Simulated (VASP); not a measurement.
# P (R-3) in VASP: further runs

The runs below take P through single point, relaxation of cell and atoms, with PBE.

Everything below comes from runs of VASP 6.6.1. Logs are shortened: lines on timing, memory, paths and dates and some standing lists are left out, and cuts for length are marked.

### Step 1. The cell of the first run

Symmetry: R-3, No. 148, trigonal system. Conventional cell: a = 5.863 Å, b = 5.863 Å, c = 12.936 Å, α = 90.00°, β = 90.00°, γ = 120.00°. Within 3.0 Å of P (site symmetry 1) lie 4 P at 2.25 to 2.46 Å. Within 3.2 Å of P (site symmetry -3) lie 6 P at 2.46 Å.

The cell was generated, and may not be a known phase.

### Step 2. Single point, PBE

The input, INCAR:

```
SYSTEM = P
PREC = Accurate
ENCUT = 520
EDIFF = 1E-6
ISMEAR = 0
SIGMA = 0.1
LREAL = .False.
LASPH = .True.
NELM = 80
ALGO = Normal
ISIF = 2
LWAVE = .False.
LCHARG = .False.
GGA = PE
NBANDS = 26
```

The input, KPOINTS:

```
Automatic mesh
0
Gamma
  6 6 6
  0 0 0
```

The input, POSCAR:

```
P
1.0
    2.9315830526      1.6925502645      4.3120582993
   -2.9315830526      1.6925502645      4.3120582993
    0.0000000000     -3.3851005291      4.3120582993
P
7
Direct
    0.4489925558      0.1120679552      0.7933812353
    0.7933812353      0.4489925558      0.1120679552
    0.1120679552      0.7933812353      0.4489925558
    0.5510074442      0.8879320448      0.2066187647
    0.2066187647      0.5510074442      0.8879320448
    0.8879320448      0.2066187647      0.5510074442
    0.0000000000      0.0000000000      0.0000000000
```

Potentials or basis: VASP PAW PBE potentials, release 64 (P).

Command:

```console
> cat potpaw_PBE.64/P/POTCAR > POTCAR
> mpirun -np 1 vasp_std > vasp.out
```

OUTCAR:

```text
SYSTEM = P
   PREC = Accurate
   ENCUT = 520
   EDIFF = 1E-6
   ISMEAR = 0
   LREAL = .False.
   LASPH = .True.
   NELM = 80
   ISIF = 2
   GGA = PE

 ion  position               nearest neighbor table
   1  0.449  0.112  0.793-   4 2.25   6 2.36   5 2.36   7 2.46
   2  0.793  0.449  0.112-   5 2.25   6 2.36   4 2.36   7 2.46
   3  0.112  0.793  0.449-   6 2.25   4 2.36   5 2.36   7 2.46
   4  0.551  0.888  0.207-   1 2.25   3 2.36   2 2.36   7 2.46
   5  0.207  0.551  0.888-   2 2.25   3 2.36   1 2.36   7 2.46
   6  0.888  0.207  0.551-   3 2.25   1 2.36   2 2.36   7 2.46
   7  0.000  0.000  0.000-   4 2.46   1 2.46   6 2.46   3 2.46   5 2.46   2 2.46

  LATTYP: Found a trigonal (rhomboedric) cell.
 ALAT       =     5.4820390703
 COS(alpha) =     0.4280604260

  Lattice vectors:

 A1 = (   2.9315830526,   1.6925502645,   4.3120582993)
 A2 = (  -2.9315830526,   1.6925502645,   4.3120582993)
 A3 = (   0.0000000000,  -3.3851005291,   4.3120582993)

Analysis of symmetry for initial positions (statically):
=====================================================================
 Subroutine PRICEL returns:
 Original cell was already a primitive cell.

 Routine SETGRP: Setting up the symmetry group for a
 trigonal (rhombohedral) supercell.

 Subroutine GETGRP returns: Found  6 space group operations
 (whereof  6 operations were pure point group operations)
 out of a pool of 12 trial point group operations.

The static configuration has the point symmetry S_6 .

Analysis of symmetry for dynamics (positions and initial velocities):
=====================================================================
 Subroutine PRICEL returns:
 Original cell was already a primitive cell.

 Routine SETGRP: Setting up the symmetry group for a
 trigonal (rhombohedral) supercell.

 Subroutine GETGRP returns: Found  6 space group operations
 (whereof  6 operations were pure point group operations)
 out of a pool of 12 trial point group operations.

The dynamic configuration has the point symmetry S_6 .

 Subroutine INISYM returns: Found  6 space group operations
 (whereof  6 operations are pure point group operations),
 and found     1 'primitive' translations

----------------------------------------------------------------------------------------

                                     Primitive cell

  volume of cell :     128.3748

  direct lattice vectors                    reciprocal lattice vectors
     2.931583053  1.692550264  4.312058299     0.170556314  0.098470734  0.077302604
    -2.931583053  1.692550264  4.312058299    -0.170556314  0.098470734  0.077302604
     0.000000000 -3.385100529  4.312058299     0.000000000 -0.196941468  0.077302604

  length of vectors
     5.482039070  5.482039070  5.482039070     0.211569455  0.211569455  0.211569455

  position of ions in fractional coordinates (direct lattice)
     0.448992556  0.112067955  0.793381235
     0.793381235  0.448992556  0.112067955
     0.112067955  0.793381235  0.448992556
     0.551007444  0.887932045  0.206618765
     0.206618765  0.551007444  0.887932045
     0.887932045  0.206618765  0.551007444
     0.000000000  0.000000000  0.000000000

  ion indices of the primitive-cell ions
   primitive index   ion index
                 1           1
                 2           2
                 3           3
                 4           4
                 5           5
                 6           6
                 7           7

----------------------------------------------------------------------------------------

 KPOINTS: Automatic mesh

Automatic generation of k-mesh.
 Grid dimensions read from file:
 generate k-points for:    6    6    6

 Generating k-lattice:

  Cartesian coordinates                     Fractional coordinates (reciprocal lattice)
     0.028426052  0.016411789  0.012883767     0.166666667  0.000000000  0.000000000
    -0.028426052  0.016411789  0.012883767     0.000000000  0.166666667  0.000000000
     0.000000000 -0.032823578  0.012883767    -0.000000000 -0.000000000  0.166666667

  Length of vectors
     0.035261576  0.035261576  0.035261576

  Shift w.r.t. Gamma in fractional coordinates (k-lattice)
     0.000000000  0.000000000  0.000000000

 Subroutine IBZKPT returns following result:
 ===========================================

 Found     40 irreducible k-points:

 Following reciprocal coordinates:
            Coordinates               Weight
  0.000000  0.000000  0.000000      1.000000
  0.166667 -0.000000 -0.000000      6.000000
  0.333333 -0.000000 -0.000000      6.000000
  0.500000 -0.000000 -0.000000      3.000000
  0.166667  0.166667 -0.000000      6.000000
  0.333333  0.166667 -0.000000      6.000000
[... 16 lines left out ...]
  0.333333  0.333333  0.166667      6.000000
  0.500000  0.333333  0.166667      6.000000
 [... further k-points ...]
   k-points           NKPTS =     40   k-points in BZ     NKDIM =     40   number of bands    NBANDS=     26
   number of dos      NEDOS =    301   number of ions     NIONS =      7
   total plane-waves  NPLWV =  74088
   dimension x,y,z NGX =    42 NGY =   42 NGZ =   42
   dimension x,y,z NGXF=    84 NGYF=   84 NGZF=   84
   ions per type =               7
   NGX,Y,Z   is equivalent  to a cutoff of  12.74, 12.74, 12.74 a.u.
   NGXF,Y,Z  is equivalent  to a cutoff of  25.47, 25.47, 25.47 a.u.
 SYSTEM =  P
   PREC   = accura    normal or accurate (medium, high low for compatibility)
   ISTART =      0    job   : 0-new  1-cont  2-samecut
   ICHARG =      2    charge: 1-file 2-atom 10-const
   ISPIN  =      1    spin polarized calculation?
   LNONCOLLINEAR =      F non collinear calculations
   LSORBIT =      F    spin-orbit coupling
   LASPH  =      T    aspherical Exc in radial PAW
   ENCUT  =  520.0 eV  38.22 Ry    6.18 a.u.  10.19 10.19 10.19*2*pi/ulx,y,z
   NELM   =     80;   NELMIN=  2; NELMDL= -5     # of ELM steps
   EDIFF  = 0.1E-05   stopping-criterion for ELM
   LREAL  =      F    real-space projection
   EDIFFG = 0.1E-04   stopping-criterion for IOM
   NSW    =      0    number of steps for IOM
   IBRION =     -1    ionic relax: 0-MD 1-quasi-New 2-CG
   NFREE  =      0    steps in history (QN), initial steepest desc. (CG)
   ISIF   =      2    stress and relaxation
   ISYM   =      2    0-nonsym 1-usesym 2-fastsym
   POTIM  = 0.5000    time-step for ionic-motion
   TEBEG  =    0.0;   TEEND  =   0.0 temperature during run
   PSTRESS=    0.0 pullay stress
   NELECT =      35.0000    total number of electrons
   NUPDOWN=      -1.0000    fix difference up-down
   EMIN   =  10.00;   EMAX   =-10.00  energy-range for DOS
   EFERMI =   0.00;   METHOD = LEGACY
   ISMEAR =     0;   SIGMA  =   0.10  broadening in eV -4-tet -1-fermi 0-gaus
   EFERMI_NEDOS =   21; number of points for ismear=-14 and -15
   IALGO  =     38    algorithm
   IMIX   =      4    mixing-type and parameters
     AMIX     =   0.40;   BMIX     =  1.00
     AMIX_MAG =   1.60;   BMIX_MAG =  1.00
  volume/ion in A,a.u.               =      18.34       123.76
  Fermi-wavevector in a.u.,A,eV,Ry     =   1.061543  2.006026 15.332048  1.126874
  Thomas-Fermi vector in A             =   2.196963
   LORBIT       =      0    0 simple, 1 ext, 2 COOP (PROOUT), +10 PAW based schemes
   GGA     = PE    functional components
   LHFCALC =     F    Hartree Fock is set to
   AEXX    =    0.0000 exact exchange contribution
   IVDW    =     0    specifies the selected vdW correction
   LEPSILON=     F    determine dielectric tensor
   LRPA    =     F    only Hartree local field effects (RPA)
 non-spin polarized calculation
 Gauss-broadening in eV      SIGMA  =   0.10
  energy-cutoff  :      520.00
  volume of cell :      128.37
 maximum number of plane-waves:      3472
 NGX is ok and might be reduce to    42
   NGX = 21   NGY = 21   NGZ = 21

 number of electron      34.9999999 magnetization

 Free energy of the ion-electron system (eV)
  ---------------------------------------------------
  ext. energy  EPLUGINS =         0.00000000
  ---------------------------------------------------
  free energy    TOTEN  =       -35.97712824 eV

  energy without entropy =      -35.96017160  energy(sigma->0) =      -35.96864992

 E-fermi :   6.7377     XC(G=0): -10.0274

 val. band max:        6.7092434006   @ k =  -0.3333   0.5000   0.3333
 cond. band min:       6.7504370138   @ k =   0.3333  -0.0000  -0.1667
 fundamental gap:      0.0411936133
 Fermi energy:         6.7377190776

 k-point     1 :       0.0000    0.0000    0.0000
  band No.  band energies     occupation
      1      -8.9225      2.00000
      2      -4.3643      2.00000
      3      -4.3643      2.00000
      4      -3.8658      2.00000
      5      -3.8658      2.00000
      6      -3.4573      2.00000
[... 18 lines left out ...]
     25      10.4868      0.00000
     26      11.1459      0.00000

 k-point     2 :       0.1667   -0.0000   -0.0000
  band No.  band energies     occupation
      1      -8.7782      2.00000
      2      -5.2437      2.00000
      3      -4.7693      2.00000
      4      -3.7797      2.00000
      5      -3.3944      2.00000
      6      -3.0970      2.00000
[... 18 lines left out ...]
     25      11.1044      0.00000
     26      11.8658      0.00000

 k-point     3 :       0.3333   -0.0000   -0.0000
  band No.  band energies     occupation
      1      -8.3693      2.00000
      2      -6.3728      2.00000
      3      -5.1268      2.00000
      4      -3.7431      2.00000
      5      -3.3896      2.00000
      6      -2.2660      2.00000
[... 18 lines left out ...]
     25      11.1378      0.00000
     26      11.2527      0.00000

 k-point     4 :       0.5000   -0.0000   -0.0000
  band No.  band energies     occupation
      1      -7.9699      2.00000
      2      -7.0298      2.00000
      3      -5.2494      2.00000
      4      -3.6932      2.00000
      5      -3.4969      2.00000
      6      -1.7599      2.00000
[... 18 lines left out ...]
     25      10.8552      0.00000
     26      11.1491      0.00000

 k-point     5 :       0.1667    0.1667   -0.0000
  band No.  band energies     occupation
      1      -8.7294      2.00000
      2      -5.0468      2.00000
      3      -4.9524      2.00000
      4      -4.3050      2.00000
      5      -3.2416      2.00000
      6      -3.0319      2.00000
[... 18 lines left out ...]
     25      11.4498      0.00000
     26      11.5504      0.00000

 k-point     6 :       0.3333    0.1667   -0.0000
  band No.  band energies     occupation
      1      -8.4041      2.00000
      2      -5.9329      2.00000
      3      -5.4307      2.00000
      4      -4.2660      2.00000
      5      -2.9009      2.00000
      6      -2.5319      2.00000
[... 427 lines left out ...]
 k-point    21 :      -0.3333    0.1667    0.1667
  band No.  band energies     occupation
      1      -7.9026      2.00000
      2      -6.9415      2.00000
      3      -5.3643      2.00000
      4      -4.4595      2.00000
      5      -3.0917      2.00000
      6      -1.3606      2.00000
[... 18 lines left out ...]
     25      10.4971      0.00000
     26      11.3311      0.00000

 k-point    22 :      -0.1667    0.1667    0.1667
  band No.  band energies     occupation
      1      -8.4008      2.00000
      2      -6.0849      2.00000
      3      -5.2906      2.00000
      4      -4.4193      2.00000
      5      -2.9405      2.00000
      6      -1.8752      2.00000
[... 18 lines left out ...]
     25      10.9282      0.00000
     26      11.9152      0.00000

 k-point    23 :       0.3333    0.3333    0.1667
  band No.  band energies     occupation
      1      -8.4205      2.00000
      2      -5.4958      2.00000
      3      -5.1070      2.00000
      4      -4.7377      2.00000
      5      -3.5081      2.00000
      6      -3.1068      2.00000
[... 18 lines left out ...]
     25      11.1977      0.00000
     26      11.4269      0.00000

 k-point    24 :       0.5000    0.3333    0.1667
  band No.  band energies     occupation
      1      -8.0371      2.00000
      2      -6.3177      2.00000
      3      -5.5503      2.00000
      4      -4.7552      2.00000
      5      -2.9865      2.00000
      6      -2.7123      2.00000
[... 18 lines left out ...]
     25      10.4906      0.00000
     26      10.7320      0.00000

 [... further k-points ...]
[... 5 lines left out ...]
  --------------------------------------------------------------------------------------
  -------------------------------------------------------------------------------------
  Total       -0.0848083     -0.0848083      0.1017251      0.0000000     -0.0000000      0.0000000
  in kB       -1.0584474     -1.0584474      1.2695771      0.0000005     -0.0000000      0.0000000
  external PRESSURE =      -0.2824392 kB  Pullay stress =       0.0000000 kB

 VOLUME and BASIS-vectors are now :
 -----------------------------------------------------------------------------
  energy-cutoff  :      520.00
  volume of cell :      128.37
      direct lattice vectors                 reciprocal lattice vectors
     2.931583053  1.692550264  4.312058299     0.170556314  0.098470734  0.077302604
    -2.931583053  1.692550264  4.312058299    -0.170556314  0.098470734  0.077302604
     0.000000000 -3.385100529  4.312058299     0.000000000 -0.196941468  0.077302604

 POSITION                                       TOTAL-FORCE (eV/Angst)
 -----------------------------------------------------------------------------------
      0.98772     -1.73605      5.84043        -0.001894      0.000552      0.060440
      1.00960      1.72342      5.84043         0.000469     -0.001916      0.060440
     -1.99733      0.01263      5.84043         0.001425      0.001364      0.060440
     -0.98772      1.73605      7.09574         0.001894     -0.000552     -0.060440
     -1.00960     -1.72342      7.09574        -0.000469      0.001916     -0.060440
      1.99733     -0.01263      7.09574        -0.001425     -0.001364     -0.060440
      0.00000      0.00000      0.00000        -0.000000      0.000000     -0.000000
 -----------------------------------------------------------------------------------
    total drift:                               -0.000000      0.000000     -0.000000

  FREE ENERGIE OF THE ION-ELECTRON SYSTEM (eV)
  ---------------------------------------------------
  free  energy   TOTEN  =       -35.9771282385 eV

  energy  without entropy=      -35.9601716030  energy(sigma->0) =      -35.96864992
```

Run time: 73 s. Hardware: 1 thread of Intel Xeon 6975P-C (Granite Rapids), shared host; peak memory 0.29 GiB.

What came out:

```
Free energy            : -35.9771 eV
Pressure               : 0.0 GPa
Largest force          : 0.060 eV/Å
Band gap on the k mesh : zero (an odd number of electrons rules out a gap without spin polarisation)
```

Forces on the atoms (eV/Å):
```
P   -0.002  0.001  0.060
P    0.000 -0.002  0.060
P    0.001  0.001  0.060
P    0.002 -0.001 -0.060
P    0.000  0.002 -0.060
P   -0.001 -0.001 -0.060
P    0.000  0.000  0.000
```

Caveat: an odd number of electrons without spin polarisation forces a metal; a magnetic or distorted state may lie lower.

[end of part 1 of 2]

The gap in the log of VASP goes by the Fermi energy; the results here count the filled bands.